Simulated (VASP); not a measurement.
# NaCl (Pm-3m) in VASP: a series of runs, part 2 of 2

VASP 6.6.1. Earlier steps stand in the parts before.

## (3) Vibrations by perturbation theory, PBE

Input file INCAR:

```
SYSTEM = NaCl
PREC = Accurate
ENCUT = 520
EDIFF = 1E-8
ISMEAR = 0
SIGMA = 0.01
LREAL = .FALSE.
LASPH = .TRUE.
NELM = 80
ALGO = Normal
ISIF = 2
LWAVE = .FALSE.
LCHARG = .TRUE.
GGA = PE
IBRION = 8
NSW = 1
LEPSILON = .TRUE.
```

Input file KPOINTS:

```
Automatic mesh
0
G
  8 8 8
  0 0 0
```

Input file POSCAR:

```
NaCl
1.0
    3.4477000000      0.0000000000      0.0000000000
    0.0000000000      3.4477000000      0.0000000000
    0.0000000000      0.0000000000      3.4477000000
Na Cl
1 1
Direct
    0.0000000000      0.0000000000      0.0000000000
    0.5000000000      0.5000000000      0.5000000000
```

Potentials or basis: VASP PAW PBE potentials, release 64 (Na_pv, Cl).

Command:

```
> cat potpaw_PBE.64/Na_pv/POTCAR potpaw_PBE.64/Cl/POTCAR > POTCAR
> mpirun -np 1 vasp_std > vasp.out
```

OUTCAR:

```text
SYSTEM = NaCl
   PREC = Accurate
   ENCUT = 520
   EDIFF = 1E-8
   ISMEAR = 0
   LREAL = .FALSE.
   LASPH = .TRUE.
   NELM = 80
   ISIF = 2
   GGA = PE
   IBRION = 8
   NSW = 1
   LEPSILON = .TRUE.

 ion  position               nearest neighbor table
   1  0.000  0.000  0.000-
   2  0.500  0.500  0.500-

  LATTYP: Found a simple cubic cell.
 ALAT       =     3.4477000000

  Lattice vectors:

 A1 = (   3.4477000000,   0.0000000000,   0.0000000000)
 A2 = (   0.0000000000,   3.4477000000,   0.0000000000)
 A3 = (   0.0000000000,   0.0000000000,   3.4477000000)

Analysis of symmetry for initial positions (statically):
=====================================================================
 Subroutine PRICEL returns:
 Original cell was already a primitive cell.

 Routine SETGRP: Setting up the symmetry group for a
 simple cubic supercell.

 Subroutine GETGRP returns: Found 48 space group operations
 (whereof 48 operations were pure point group operations)
 out of a pool of 48 trial point group operations.

The static configuration has the point symmetry O_h .

Analysis of symmetry for dynamics (positions and initial velocities):
=====================================================================
 Subroutine PRICEL returns:
 Original cell was already a primitive cell.

 Routine SETGRP: Setting up the symmetry group for a
 simple cubic supercell.

 Subroutine GETGRP returns: Found 48 space group operations
 (whereof 48 operations were pure point group operations)
 out of a pool of 48 trial point group operations.

The dynamic configuration has the point symmetry O_h .

 Subroutine INISYM returns: Found 48 space group operations
 (whereof 48 operations are pure point group operations),
 and found     1 'primitive' translations

----------------------------------------------------------------------------------------

                                     Primitive cell

  volume of cell :      40.9816

  direct lattice vectors                    reciprocal lattice vectors
     3.447700000  0.000000000  0.000000000     0.290048438  0.000000000  0.000000000
     0.000000000  3.447700000  0.000000000     0.000000000  0.290048438  0.000000000
     0.000000000  0.000000000  3.447700000     0.000000000  0.000000000  0.290048438

  length of vectors
     3.447700000  3.447700000  3.447700000     0.290048438  0.290048438  0.290048438

  position of ions in fractional coordinates (direct lattice)
     0.000000000  0.000000000  0.000000000
     0.500000000  0.500000000  0.500000000

  ion indices of the primitive-cell ions
   primitive index   ion index
                 1           1
[... 523 lines left out ...]
    -0.00010  0.00000 -0.00000
     0.00000 -0.00010  0.00000
    -0.00000  0.00000 -0.00001

--------------------------------------- Ionic step        4  -------------------------------------------

------------------------ aborting loop because EDIFF is reached ----------------------------------------

[... ionic steps 5 to 6 ...]

--------------------------------------- Ionic step        7  -------------------------------------------

 Free energy of the ion-electron system (eV)
  ---------------------------------------------------
  ---------------------------------------------------
  free energy    TOTEN  =        -0.19323562 eV

  energy without entropy =       -0.19323562

------------------------ aborting loop because EDIFF is reached ----------------------------------------

 INTERNAL STRAIN TENSOR  FOR ION    2  DIRECTION 1   (eV/Angst):
 -----------------------------------------------------------------------------
     0.00438  0.00000 -0.00000
     0.00000  0.00551 -0.00000
    -0.00000 -0.00000  0.00551

 MACROSCOPIC STATIC DIELECTRIC TENSOR (including local field effects in DFT)
 ------------------------------------------------------
           2.741050     0.000000     0.000000
           0.000000     2.741050     0.000000
          -0.000000     0.000000     2.741050
 ------------------------------------------------------

 PIEZOELECTRIC TENSOR (including local field effects)  for field in x, y, z        (e  Angst)
          XX          YY          ZZ          XY          YZ          ZX
  --------------------------------------------------------------------------------
  x     0.00000     0.00000     0.00000     0.00000     0.00000     0.00000
  y     0.00000     0.00000     0.00000     0.00000     0.00000     0.00000
  z     0.00000     0.00000     0.00000     0.00000     0.00000     0.00000

 PIEZOELECTRIC TENSOR (including local field effects)  for field in x, y, z        (C/m^2)
          XX          YY          ZZ          XY          YZ          ZX
  --------------------------------------------------------------------------------
  x     0.00000     0.00000     0.00000     0.00000     0.00000     0.00000
  y     0.00000     0.00000     0.00000     0.00000     0.00000     0.00000
  z     0.00000     0.00000     0.00000     0.00000     0.00000     0.00000

 BORN EFFECTIVE CHARGES (including local field effects) (in |e|, cummulative output)
 ---------------------------------------------------------------------------------
 ion    1
    1     1.17907    -0.00000     0.00000
    2    -0.00000     1.17907     0.00000
    3    -0.00000     0.00000     1.17907
 ion    2
    1    -1.17907     0.00000    -0.00000
    2     0.00000    -1.17907     0.00000
    3     0.00000    -0.00000    -1.17907

 INTERNAL STRAIN TENSOR FOR ION    2 for displacements in x,y,z  (eV/Angst):
          X           Y           Z          XY          YZ          ZX
  --------------------------------------------------------------------------------
  x     0.00000     0.00000     0.00000     0.00000     0.00000     0.00000
  y     0.00000     0.00000     0.00000     0.00000     0.00000     0.00000
  z     0.00000     0.00000     0.00000     0.00000     0.00000     0.00000

 SECOND DERIVATIVES (NOT SYMMETRIZED)
 ------------------------------------
               1X          1Y          1Z          2X          2Y          2Z
  1X    -0.565022   -0.000000    0.000000    0.565022    0.000000    0.000000
  1Y    -0.000000   -0.565022    0.000000    0.000000    0.565022   -0.000000
  1Z    -0.000000   -0.000000   -0.565022    0.000000    0.000000    0.565022
  2X     0.551956    0.000000    0.000000   -0.551956    0.000000    0.000000
  2Y     0.000000    0.551956    0.000000    0.000000   -0.551956    0.000000
  2Z     0.000000    0.000000    0.551956    0.000000    0.000000   -0.551956

 Eigenvectors and eigenvalues of the dynamical matrix
 ----------------------------------------------------

   1 f  =    3.132394 THz    19.681412 2PiTHz  104.485416 cm-1    12.954535 meV
             X         Y         Z           dx          dy          dz
      0.000000  0.000000  0.000000    -0.000000    0.782424    0.000000
      1.723850  1.723850  1.723850    -0.000000   -0.622746    0.000000
[... 21 lines left out ...]
   6 f/i=    0.017855 THz     0.112184 2PiTHz    0.595568 cm-1     0.073841 meV
             X         Y         Z           dx          dy          dz
      0.000000  0.000000  0.000000     0.000000    0.000000   -0.622746
      1.723850  1.723850  1.723850     0.000000    0.000000   -0.782424

--------------------------------------------------------------------------------------------------------

 MACROSCOPIC STATIC DIELECTRIC TENSOR IONIC CONTRIBUTION
 ------------------------------------------------------
          10.990322    -0.000000     0.000000
          -0.000000    10.990322     0.000000
           0.000000     0.000000    10.990322
 ------------------------------------------------------

 ELASTIC MODULI CONTR FROM IONIC RELAXATION (kBar)
 Direction    XX          YY          ZZ          XY          YZ          ZX
 --------------------------------------------------------------------------------
 XX           0.0000      0.0000      0.0000      0.0000      0.0000      0.0000
 YY           0.0000      0.0000      0.0000      0.0000      0.0000      0.0000
 ZZ           0.0000      0.0000      0.0000      0.0000      0.0000      0.0000
 XY           0.0000      0.0000      0.0000      0.0000      0.0000      0.0000
 YZ           0.0000      0.0000      0.0000      0.0000      0.0000      0.0000
 ZX           0.0000      0.0000      0.0000      0.0000      0.0000      0.0000
 --------------------------------------------------------------------------------

 PIEZOELECTRIC TENSOR IONIC CONTR  for field in x, y, z        (C/m^2)
          XX          YY          ZZ          XY          YZ          ZX
  --------------------------------------------------------------------------------
  x     0.00000     0.00000     0.00000     0.00000     0.00000     0.00000
  y     0.00000     0.00000     0.00000     0.00000     0.00000     0.00000
  z     0.00000     0.00000     0.00000     0.00000     0.00000     0.00000
```

OSZICAR:

```text
N       E                     dE             d eps       ncg     rms          rms(c)
DAV:   1     0.966162574061E+02    0.96616E+02   -0.73912E+03   770   0.133E+03
DAV:   2     0.144384463493E+01   -0.95172E+02   -0.88657E+02   923   0.296E+02
DAV:   3    -0.651381290770E+01   -0.79577E+01   -0.75167E+01   921   0.804E+01
DAV:   4    -0.670080447216E+01   -0.18699E+00   -0.18672E+00   924   0.123E+01
[... 173 lines left out ...]
RMM:  10    -0.193235429665E+00   -0.53929E-06   -0.10561E-06  3129   0.267E-04    0.260E-05
RMM:  11    -0.193235498978E+00   -0.69314E-07    0.46763E-07  3373   0.882E-05    0.958E-06
RMM:  12    -0.193235640974E+00   -0.14200E-06    0.13846E-07  2974   0.539E-05    0.349E-06
RMM:  13    -0.193235628715E+00    0.12259E-07    0.26975E-07  2799   0.329E-05    0.218E-06
RMM:  14    -0.193235619917E+00    0.87982E-08    0.12611E-07  2191   0.256E-05    0.499E-07
RMM:  15    -0.193235616714E+00    0.32025E-08    0.95082E-08  1765   0.237E-05    0.136E-07
 Linear response finished
```

stdout:

```text
POSCAR found type information on POSCAR NaCl
 POSCAR found :  2 types and       2 ions
 scaLAPACK will be used
 LDA part: xc-table for (Slater+PW92), standard interpolation
 POSCAR, INCAR and KPOINTS ok, starting setup
 FFT: planning ... GRIDC
 FFT: planning ... GRID_SOFT
 FFT: planning ... GRID
 WAVECAR not read
 entering main loop
[... 24 lines left out ...]
 dielectric tensor                  component  3 :    -0.086    -0.106     2.741
 Linear response DOF=           2
 Linear response progress:
 first order change of Fermi-energy   0.40132E-03
 force on displaced ion       1 direction 1 :  -0.565  -0.000  -0.000
 Born effective charge ion    1 direction 1 :   1.179   0.000   0.000
 Linear response progress:
 first order change of Fermi-energy   0.17929E-02
 force on displaced ion       2 direction 1 :  -0.552   0.000  -0.000
 Born effective charge ion    2 direction 1 :  -1.179   0.000   0.000
 Born effective charges drift removed
 Linear response finished
```

It took 9.3 min on 1 thread of AMD EPYC 7R13, shared host; peak memory 0.21 GiB.

Results:

| Property | Result |
| --- | --- |
| Electronic dielectric tensor (diagonal) | 2.74 |
| Born charges (mean of the diagonal) | Na +1.18; Cl -1.18 e |
| Highest phonon frequency at Γ, LO-TO splitting left out | 104 cm⁻¹ |

Phonon frequencies in cm⁻¹ (negative: imaginary):
```
              q point           frequencies
(0.000, 0.000, 0.000)  -1 -1 -1 104 104 104
```

Electronic dielectric tensor:
```
2.74 0.00 0.00
0.00 2.74 0.00
0.00 0.00 2.74
```

Born effective charge tensors (e):
atom 1, Na
```
1.18 0.00 0.00
0.00 1.18 0.00
0.00 0.00 1.18
```
atom 2, Cl
```
-1.18  0.00  0.00
 0.00 -1.18  0.00
 0.00  0.00 -1.18
```

Caveat: the cell wasn't relaxed at this level first, which shifts response properties.
